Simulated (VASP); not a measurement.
The system is MoS2.

```
Mo S
1.0
     3.16900    0.00000    0.00000
    -1.58450    2.74443    0.00000
     0.00000    0.00000   12.32400
Mo S
2 4
Direct
  0.66667 0.33333 0.75000
  0.33333 0.66667 0.25000
  0.66667 0.33333 0.37700
  0.33333 0.66667 0.87700
  0.66667 0.33333 0.12300
  0.33333 0.66667 0.62300
```

Base run:

* Program: VASP 6.6.1
* Functional: LDA
* Potentials or basis: VASP PAW LDA potentials, release 64 (Mo_sv, S)
* Cutoff: 520 eV
* k mesh: 10 × 10 × 3
* Occupations: fermi-dirac, width 0.05 eV
* Spin: no spin polarisation
* Hubbard terms: Mo d U = 5.0 eV

Its results: band gap on the k mesh 0.90 eV, indirect (least direct gap 1.77 eV); pressure -2.5 GPa; largest force 0.120 eV/Å.

Question: The run is repeated on the same cell with these changes: hubbard terms from Mo d U = 5.0 eV to Mo d U = 3.0 eV. What comes out?

Answer: Band gap on the k mesh 0.88 eV, indirect (least direct gap 1.82 eV); pressure -3.8 GPa; largest force 0.266 eV/Å.

A k mesh can miss the band edges.
